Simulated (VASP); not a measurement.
# MnAl5 (P6/mmm) in VASP: a series of runs

MnAl5 is run at these levels: PBE; tasks: single point, relaxation of cell and atoms.

Program: VASP 6.6.1. These are calculated values, not measurements. Logs are shortened: lines on timing, memory, paths and dates and some standing lists are left out, and cuts for length are marked.

### Step 1. The cell of the first run

The structure is hexagonal, space group P6/mmm (No. 191). The conventional cell has a = 5.090 Å, b = 5.090 Å, c = 4.258 Å, α = 90.00°, β = 90.00°, γ = 120.00°. Mn (site symmetry 6/mmm) has 18 Al at 2.94 to 3.32 Å within 3.9 Å. Within 3.4 Å of Al (site symmetry -6m2) lie 9 Al at 2.59 to 2.94 Å and 3 Mn at 2.94 Å. Within 3.4 Å of Al (site symmetry mmm) lie 8 Al at 2.54 to 2.59 Å and 4 Mn at 3.32 Å.

The cell was generated, and may not be a known phase.

### Step 2. Single point, PBE, collinear spin, ferromagnetic start

Contents of INCAR:

```
SYSTEM = MnAl5
  ALGO = Fast
  EDIFF = 1E-6
  ENCUT = 520
  GGA = PE
  ISIF = 2
  ISMEAR = 0
  ISPIN = 2
  LASPH = .True.
  LCHARG = .False.
  LMAXMIX = 4
  LORBIT = 11
  LREAL = .False.
  LWAVE = .False.
  MAGMOM = 4 0 0 0 0 0
  NBANDS = 27
  NELM = 150
  PREC = Accurate
  SIGMA = 0.1
```

Contents of KPOINTS:

```
k-points
0
Gamma
  6 6 4
  0 0 0
```

Contents of POSCAR:

```
MnAl5
1.0
    5.0896491900      0.0000000000      0.0000000000
   -2.5448245900      4.4077654900      0.0000000000
    0.0000000000      0.0000000000      4.2584751700
Mn Al
1 5
Direct
    0.0000000000      0.0000000000      0.0000000000
    0.3333333300      0.6666666700      0.0000000000
    0.6666666700      0.3333333300      0.0000000000
    0.5000000000      0.0000000000      0.5000000000
    0.5000000000      0.5000000000      0.5000000000
    0.0000000000      0.5000000000      0.5000000000
```

Potentials or basis: VASP PAW PBE potentials, release 64 (Mn_pv, Al).

The run is started by

```console
cat potpaw_PBE.64/Mn_pv/POTCAR potpaw_PBE.64/Al/POTCAR > POTCAR
mpirun -np 1 vasp_std > vasp.out
```

OUTCAR:

```text
SYSTEM = MnAl5
   EDIFF = 1E-6
   ENCUT = 520
   GGA = PE
   ISIF = 2
   ISMEAR = 0
   ISPIN = 2
   LASPH = .True.
   LORBIT = 11
   LREAL = .False.
   NELM = 150
   PREC = Accurate

 ion  position               nearest neighbor table
   1  0.000  0.000  0.000-   2 2.94   3 2.94   2 2.94   3 2.94   3 2.94   2 2.94
   2  0.333  0.667  0.000-   4 2.59   4 2.59   6 2.59   6 2.59   5 2.59   5 2.59   3 2.94   1 2.94
                             3 2.94   1 2.94   1 2.94   3 2.94
   3  0.667  0.333  0.000-   4 2.59   4 2.59   6 2.59   6 2.59   5 2.59   5 2.59   2 2.94   1 2.94
                             2 2.94   1 2.94   1 2.94   2 2.94
   4  0.500  0.000  0.500-   5 2.54   5 2.54   6 2.54   6 2.54   2 2.59   3 2.59   2 2.59   3 2.59

   5  0.500  0.500  0.500-   4 2.54   4 2.54   6 2.54   6 2.54   2 2.59   3 2.59   2 2.59   3 2.59

   6  0.000  0.500  0.500-   4 2.54   4 2.54   5 2.54   5 2.54   2 2.59   3 2.59   2 2.59   3 2.59

  LATTYP: Found a hexagonal cell.
 ALAT       =     5.0896491900
 C/A-ratio  =     0.8366932594

  Lattice vectors:

 A1 = (   5.0896491900,   0.0000000000,   0.0000000000)
 A2 = (  -2.5448245900,   4.4077654900,   0.0000000000)
 A3 = (   0.0000000000,   0.0000000000,   4.2584751700)

Analysis of symmetry for initial positions (statically):
=====================================================================
 Subroutine PRICEL returns:
 Original cell was already a primitive cell.

 Routine SETGRP: Setting up the symmetry group for a
 hexagonal supercell.

 Subroutine GETGRP returns: Found 24 space group operations
 (whereof 24 operations were pure point group operations)
 out of a pool of 24 trial point group operations.

The static configuration has the point symmetry D_6h.

Analysis of symmetry for dynamics (positions and initial velocities):
=====================================================================
 Subroutine PRICEL returns:
 Original cell was already a primitive cell.

 Routine SETGRP: Setting up the symmetry group for a
 hexagonal supercell.

 Subroutine GETGRP returns: Found 24 space group operations
 (whereof 24 operations were pure point group operations)
 out of a pool of 24 trial point group operations.

The dynamic configuration has the point symmetry D_6h.

Analysis of structural, dynamic, and magnetic symmetry:
=====================================================================
 Subroutine PRICEL returns:
 Original cell was already a primitive cell.

 Routine SETGRP: Setting up the symmetry group for a
 hexagonal supercell.

 Subroutine GETGRP returns: Found 24 space group operations
 (whereof 24 operations were pure point group operations)
 out of a pool of 24 trial point group operations.

The overall configuration has the point symmetry D_6h.

 Subroutine INISYM returns: Found 24 space group operations
 (whereof 24 operations are pure point group operations),
 and found     1 'primitive' translations

----------------------------------------------------------------------------------------

                                     Primitive cell

  volume of cell :      95.5345

  direct lattice vectors                    reciprocal lattice vectors
     5.089649190  0.000000000  0.000000000     0.196477196  0.113436162  0.000000000
    -2.544824590  4.407765490  0.000000000     0.000000000  0.226872324  0.000000000
     0.000000000  0.000000000  4.258475170     0.000000000  0.000000000  0.234825838

  length of vectors
     5.089649190  5.089649183  4.258475170     0.226872324  0.226872324  0.234825838

  position of ions in fractional coordinates (direct lattice)
     0.000000000  0.000000000  0.000000000
     0.333333330  0.666666670  0.000000000
     0.666666670  0.333333330  0.000000000
     0.500000000  0.000000000  0.500000000
     0.500000000  0.500000000  0.500000000
     1.000000000  0.500000000  0.500000000

  ion indices of the primitive-cell ions
   primitive index   ion index
                 1           1
                 2           2
                 3           3
                 4           4
                 5           5
                 6           6

----------------------------------------------------------------------------------------

 KPOINTS: k-points

Automatic generation of k-mesh.
 Grid dimensions read from file:
 generate k-points for:    6    6    4

 Generating k-lattice:

  Cartesian coordinates                     Fractional coordinates (reciprocal lattice)
     0.032746199  0.018906027  0.000000000     0.166666667  0.000000000  0.000000000
     0.000000000  0.037812054  0.000000000     0.000000000  0.166666667  0.000000000
     0.000000000  0.000000000  0.058706459     0.000000000  0.000000000  0.250000000

  Length of vectors
     0.037812054  0.037812054  0.058706459

  Shift w.r.t. Gamma in fractional coordinates (k-lattice)
     0.000000000  0.000000000  0.000000000

 Subroutine IBZKPT returns following result:
 ===========================================

 Found     21 irreducible k-points:

 Following reciprocal coordinates:
            Coordinates               Weight
  0.000000  0.000000  0.000000      1.000000
  0.166667 -0.000000  0.000000      6.000000
  0.333333 -0.000000  0.000000      6.000000
  0.500000 -0.000000  0.000000      3.000000
  0.166667  0.166667  0.000000      6.000000
  0.333333  0.166667  0.000000     12.000000
[... 13 lines left out ...]
  0.333333  0.166667  0.500000     12.000000
  0.333333  0.333333  0.500000      2.000000
   k-points           NKPTS =     21   k-points in BZ     NKDIM =     21   number of bands    NBANDS=     27
   number of dos      NEDOS =    301   number of ions     NIONS =      6
   total plane-waves  NPLWV =  51200
   dimension x,y,z NGX =    40 NGY =   40 NGZ =   32
   dimension x,y,z NGXF=    80 NGYF=   80 NGZF=   64
   ions per type =               1   5
   NGX,Y,Z   is equivalent  to a cutoff of  13.07, 13.07, 12.49 a.u.
   NGXF,Y,Z  is equivalent  to a cutoff of  26.13, 26.13, 24.98 a.u.
 SYSTEM =  MnAl5
   PREC   = accura    normal or accurate (medium, high low for compatibility)
   ISTART =      0    job   : 0-new  1-cont  2-samecut
   ICHARG =      2    charge: 1-file 2-atom 10-const
   ISPIN  =      2    spin polarized calculation?
   LNONCOLLINEAR =      F non collinear calculations
   LSORBIT =      F    spin-orbit coupling
   LASPH  =      T    aspherical Exc in radial PAW
   ENCUT  =  520.0 eV  38.22 Ry    6.18 a.u.   9.46  9.46  7.92*2*pi/ulx,y,z
   NELM   =    150;   NELMIN=  2; NELMDL= -5     # of ELM steps
   EDIFF  = 0.1E-05   stopping-criterion for ELM
   LREAL  =      F    real-space projection
   EDIFFG = 0.1E-04   stopping-criterion for IOM
   NSW    =      0    number of steps for IOM
   IBRION =     -1    ionic relax: 0-MD 1-quasi-New 2-CG
   NFREE  =      0    steps in history (QN), initial steepest desc. (CG)
   ISIF   =      2    stress and relaxation
   ISYM   =      2    0-nonsym 1-usesym 2-fastsym
   POTIM  = 0.5000    time-step for ionic-motion
   TEBEG  =    0.0;   TEEND  =   0.0 temperature during run
   PSTRESS=    0.0 pullay stress
   NELECT =      28.0000    total number of electrons
   NUPDOWN=      -1.0000    fix difference up-down
   EMIN   =  10.00;   EMAX   =-10.00  energy-range for DOS
   EFERMI =   0.00;   METHOD = LEGACY
   ISMEAR =     0;   SIGMA  =   0.10  broadening in eV -4-tet -1-fermi 0-gaus
   EFERMI_NEDOS =   21; number of points for ismear=-14 and -15
   IALGO  =     68    algorithm
   IMIX   =      4    mixing-type and parameters
     AMIX     =   0.40;   BMIX     =  1.00
     AMIX_MAG =   1.60;   BMIX_MAG =  1.00
  volume/ion in A,a.u.               =      15.92       107.45
  Fermi-wavevector in a.u.,A,eV,Ry     =   1.087445  2.054973 16.089392  1.182537
  Thomas-Fermi vector in A             =   2.223605
   LORBIT       =     11    0 simple, 1 ext, 2 COOP (PROOUT), +10 PAW based schemes
   GGA     = PE    functional components
   LHFCALC =     F    Hartree Fock is set to
   AEXX    =    0.0000 exact exchange contribution
   IVDW    =     0    specifies the selected vdW correction
   LEPSILON=     F    determine dielectric tensor
   LRPA    =     F    only Hartree local field effects (RPA)
 spin polarized calculation
 RMM-DIIS sequential band-by-band and
 Gauss-broadening in eV      SIGMA  =   0.10
  energy-cutoff  :      520.00
  volume of cell :       95.53
 maximum number of plane-waves:      2607
 NGX is ok and might be reduce to    40
   NGX = 19   NGY = 19   NGZ = 15

 number of electron      28.0000011 magnetization       3.5118753

 Free energy of the ion-electron system (eV)
  ---------------------------------------------------
  ext. energy  EPLUGINS =         0.00000000
  ---------------------------------------------------
  free energy    TOTEN  =       -25.48257572 eV

  energy without entropy =      -25.46544250  energy(sigma->0) =      -25.47400911

 E-fermi :   8.0967     XC(G=0): -10.4569

 val. band max:        8.0966878917   @ k =   0.0000   0.0000   0.5000
 cond. band min:       8.1311631581   @ k =   0.3333   0.1667   0.0000
 fundamental gap:      0.0344752664
 Fermi energy:         8.0967114688

 spin component 1

 k-point     1 :       0.0000    0.0000    0.0000
  band No.  band energies     occupation
      1     -42.1556      1.00000
      2     -41.8239      1.00000
      3     -41.8239      1.00000
      4      -3.2374      1.00000
      5       2.2711      1.00000
      6       3.4134      1.00000
[... 18 lines left out ...]
     25      13.0737      0.00000
     26      14.1816      0.00000

 k-point     2 :       0.1667   -0.0000    0.0000
  band No.  band energies     occupation
      1     -42.1556      1.00000
      2     -41.8239      1.00000
      3     -41.8239      1.00000
      4      -3.0465      1.00000
      5       1.2562      1.00000
      6       3.2340      1.00000
[... 18 lines left out ...]
     25      13.9756      0.00000
[... 521 lines left out ...]
     25      15.1538      0.00000
     26      15.3236      0.00000

 k-point    21 :       0.3333    0.3333    0.5000
  band No.  band energies     occupation
      1     -42.1560      1.00000
      2     -41.8239      1.00000
      3     -41.8239      1.00000
      4       0.1202      1.00000
      5       0.1202      1.00000
      6       1.1125      1.00000
[... 18 lines left out ...]
     25      15.6959      0.00000
     26      15.6969      0.00000
 Fermi energy:         8.0967114688

 spin component 2

 k-point     1 :       0.0000    0.0000    0.0000
  band No.  band energies     occupation
      1     -38.0525      1.00000
      2     -38.0525      1.00000
      3     -38.0456      1.00000
      4      -3.2705      1.00000
      5       2.2511      1.00000
      6       3.6407      1.00000
[... 18 lines left out ...]
     25      13.0493      0.00000
     26      14.6437      0.00000

 k-point     2 :       0.1667   -0.0000    0.0000
  band No.  band energies     occupation
      1     -38.0525      1.00000
      2     -38.0525      1.00000
      3     -38.0456      1.00000
      4      -3.0818      1.00000
      5       1.2477      1.00000
      6       3.3117      1.00000
[... 18 lines left out ...]
     25      13.9718      0.00000
[... 521 lines left out ...]
     25      15.3154      0.00000
     26      15.4525      0.00000

 k-point    21 :       0.3333    0.3333    0.5000
  band No.  band energies     occupation
      1     -38.0525      1.00000
      2     -38.0525      1.00000
      3     -38.0462      1.00000
      4       0.1061      1.00000
      5       0.1061      1.00000
      6       1.0548      1.00000
[... 18 lines left out ...]
     25      15.8311      0.00000
     26      15.8789      0.00000
 [bands above 26 left out]

------------------------ aborting loop because EDIFF is reached ----------------------------------------

  FORCE on cell =-STRESS in cart. coord.  units (eV):
  Direction    XX          YY          ZZ          XY          YZ          ZX
  --------------------------------------------------------------------------------------
  -------------------------------------------------------------------------------------
  Total        5.4180759      5.4180759      8.4106957      0.0000000      0.0000000      0.0000000
  in kB       90.8647040     90.8647038    141.0529113      0.0000001      0.0000000      0.0000000
  external PRESSURE =     107.5941063 kB  Pullay stress =       0.0000000 kB

 VOLUME and BASIS-vectors are now :
 -----------------------------------------------------------------------------
  energy-cutoff  :      520.00
  volume of cell :       95.53
      direct lattice vectors                 reciprocal lattice vectors
     5.089649190  0.000000000  0.000000000     0.196477196  0.113436162  0.000000000
    -2.544824590  4.407765490  0.000000000     0.000000000  0.226872324  0.000000000
     0.000000000  0.000000000  4.258475170     0.000000000  0.000000000  0.234825838

 POSITION                                       TOTAL-FORCE (eV/Angst)
 -----------------------------------------------------------------------------------
      0.00000      0.00000      0.00000        -0.000000      0.000000     -0.000000
     -0.00000      2.93851      0.00000         0.000000      0.000000     -0.000000
      2.54482      1.46926      0.00000        -0.000000      0.000000      0.000000
      2.54482      0.00000      2.12924        -0.000000      0.000000     -0.000000
      1.27241      2.20388      2.12924        -0.000000      0.000000     -0.000000
     -1.27241      2.20388      2.12924        -0.000000      0.000000     -0.000000
 -----------------------------------------------------------------------------------
    total drift:                               -0.000000      0.000000     -0.000000

  FREE ENERGIE OF THE ION-ELECTRON SYSTEM (eV)
  ---------------------------------------------------
  free  energy   TOTEN  =       -25.4825757244 eV

  energy  without entropy=      -25.4654424965  energy(sigma->0) =      -25.47400911

 total charge

# of ion       s       p       d       tot
------------------------------------------
    1        0.241   6.138   4.986  11.365
    2        0.427   0.402   0.000   0.830
    3        0.427   0.402   0.000   0.830
    4        0.447   0.413   0.000   0.859
    5        0.447   0.413   0.000   0.859
    6        0.447   0.413   0.000   0.859
--------------------------------------------------
tot          2.435   8.181   4.986  15.603

 magnetization (x)

# of ion       s       p       d       tot
------------------------------------------
    1        0.034   0.017   3.617   3.668
    2       -0.002  -0.021   0.000  -0.023
    3       -0.002  -0.021   0.000  -0.023
    4        0.008  -0.015   0.000  -0.007
    5        0.008  -0.015   0.000  -0.007
    6        0.008  -0.015   0.000  -0.007
--------------------------------------------------
tot          0.054  -0.071   3.617   3.600
```

Run time: 3.6 min. Hardware: 1 thread of AMD EPYC 7R13, shared host; peak memory 0.3 GiB.

What came out:

* Free energy: -25.4826 eV
* Pressure: 10.8 GPa
* Net moment: 3.51 μB per cell
* Site moments: Mn +3.67; Al -0.02, -0.01 (each value once) μB
* Valence electrons inside the program's atomic spheres: Mn 11.37; Al 0.83, 0.86 (each value once)

Caveat: the k points lie up to 0.37 Å⁻¹ apart.

### Step 3. Single point, PBE, collinear spin, ferromagnetic start

This run uses another cell than the first one, of 18.08 Å³/atom.

Contents of INCAR:

```
PREC     = Accurate       # precision mode
ENCUT    = 520            # plane-wave cutoff, eV
EDIFF    = 1E-6           # SCF threshold, eV
ISMEAR   = 0              # smearing method
SIGMA    = 0.1            # smearing width, eV
LREAL    = F              # projectors in reciprocal space
LASPH    = T              # aspherical terms in the spheres
NELM     = 150            # most SCF steps
ALGO     = Normal         # electronic algorithm
ISIF     = 2              # what is computed and relaxed
LWAVE    = F              # write WAVECAR
LCHARG   = F              # write CHGCAR
ISPIN    = 2              # spin polarisation
MAGMOM   = 4 0 0 0 0 0    # initial moments
LORBIT   = 11             # projections on sites
LMAXMIX  = 4              # l up to which the mixer works
GGA      = PE             # functional
NBANDS   = 27             # bands
```

Contents of KPOINTS:

```
Automatic mesh
0
Gamma
  6 6 4
```

Contents of POSCAR:

```
MnAl5
1.0
    5.2986307671     -0.0000000030      0.0000000000
   -2.6493153809      4.5887488511      0.0000000000
    0.0000000000      0.0000000000      4.4620105350
Mn Al
1 5
Direct
    0.0000000000      0.0000000000      0.0000000000
    0.3333333333      0.6666666667      0.0000000000
    0.6666666667      0.3333333333      0.0000000000
    0.5000000000      0.0000000000      0.5000000000
    0.5000000000      0.5000000000      0.5000000000
    0.0000000000      0.5000000000      0.5000000000
```

Potentials or basis: VASP PAW PBE potentials, release 64 (Mn_pv, Al).

The run is started by

```console
cat potpaw_PBE.64/Mn_pv/POTCAR potpaw_PBE.64/Al/POTCAR > POTCAR
mpirun -np 1 vasp_std > vasp.out
```

It took 4.1 min on 1 thread of AMD EPYC 7R13, shared host; peak memory 0.31 GiB.

It converged, with:

- Free energy: -25.8850 eV
- Pressure: 0.1 GPa
- Band gap on the k mesh: zero (filled and empty bands overlap)
- Net moment: 3.98 μB per cell
- Site moments: Mn +3.97; Al -0.02, -0.00 (each value once) μB
- Valence electrons inside the program's atomic spheres: Mn 11.29; Al 0.78, 0.81 (each value once)

Levels at points of the mesh, in eV from the Fermi level:
Spin up:
| k point | band 12 | band 13 | band 14 | band 15 | band 16 | band 17 | band 18 | band 19 | band 20 | band 21 |
| --- | --- | --- | --- | --- | --- | --- | --- | --- | --- | --- |
| (0.00, 0.00, 0.00) | -2.41 | -2.41 | -2.11 | -1.84 | -1.84 | 0.01 | 0.96 | 2.44 | 2.44 | 3.19 |
| (0.50, 0.00, 0.00) | -2.65 | -1.78 | -1.73 | -1.62 | 0.06 | 1.45 | 1.82 | 1.98 | 2.12 | 2.17 |
| (0.00, 0.00, 0.50) | -2.39 | -1.92 | -1.92 | -0.86 | -0.86 | -0.20 | -0.20 | -0.19 | -0.19 | 1.01 |
| (0.50, 0.00, 0.50) | -2.84 | -2.72 | -2.61 | -1.86 | -1.37 | 2.50 | 2.58 | 3.62 | 3.90 | 3.91 |
Spin down:
```tsv
k point	band 8	band 9	band 10	band 11	band 12	band 13	band 14	band 15	band 16	band 17
(0.00, 0.00, 0.00)	-3.70	-2.96	-2.42	-2.42	-0.28	0.65	0.65	0.97	1.20	1.20
(0.50, 0.00, 0.00)	-2.89	-1.72	-1.67	-1.31	-0.26	0.21	0.39	1.38	1.40	1.69
(0.00, 0.00, 0.50)	-2.72	-2.44	-1.97	-1.97	-1.65	-1.65	-0.06	-0.06	1.01	1.35
(0.50, 0.00, 0.50)	-3.43	-3.10	-2.94	-1.94	0.18	0.75	1.08	1.32	1.33	2.47
```

(Part 1 of 2 ends here.)

The gap in the log of VASP goes by the Fermi energy; the results here count the filled bands.